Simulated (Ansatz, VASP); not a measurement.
GeAu in VASP and in Ansatz

INCAR

```
SYSTEM = GeAu
PREC = Accurate ; ENCUT = 520
EDIFF = 1E-6 ; ISMEAR = 0
SIGMA = 0.05 ; LREAL = .FALSE.
LASPH = .TRUE. ; NELM = 100
ALGO = Normal ; ISIF = 2
LWAVE = .FALSE. ; LCHARG = .FALSE.
GGA = PS ; NBANDS = 20
```

KPOINTS

```
Automatic mesh
0
G
  10 10 10
  0 0 0
```

The input POSCAR:

```
GeAu
1.0
    3.2809826461      0.0000000000      0.0000000000
    0.0000000000      3.2809826461      0.0000000000
    0.0000000000      0.0000000000      3.2809826461
Au Ge
1 1
Direct
    0.0000000000      0.0000000000      0.0000000000
    0.5000000000      0.5000000000      0.5000000000
```

Input for Ansatz:

```yaml
crystal:
  lattice:
    - [3.2809826461, 0.0, 0.0]
    - [0.0, 3.2809826461, 0.0]
    - [0.0, 0.0, 3.2809826461]
  atoms:
    - { symbol: Au, position: [0.0, 0.0, 0.0] }
    - { symbol: Ge, position: [0.5, 0.5, 0.5] }
basis:
  ecutwfc: 420
  ecutrho_ratio: 4
kpoints:
  mp_grid: { grid: [10, 10, 10] }
hamiltonian:
  xc: pbesol
scf:
  occupations: { method: gaussian, width: 0.05 }
output:
  forces: true
  stress: true
  eigenvalues: true
```

Alike in both runs: task single point; functional PBEsol; k mesh 10 × 10 × 10; occupations gaussian, width 0.05 eV; no spin polarisation.

|  | VASP | Ansatz |
| --- | --- | --- |
| version | VASP 6.6.1 | Ansatz 0.2.0 |
| potentials or method | VASP PAW PBE potentials, release 64 (Au, Ge_d), cutoff 520 eV | scalar-relativistic, plane waves, PAW |
| valence electrons in the cell | 25 | 33 |

```csv
,VASP,Ansatz,Ansatz less VASP
pressure (GPa),1.4,1.4,+0.06
```

VASP's potentials were made for PBE, not for PBEsol. VASP's potentials hold 25 valence electrons a cell and Ansatz's 33, so a difference there can come from the potentials and not from the codes.

Neither program's run includes spin-orbit coupling.
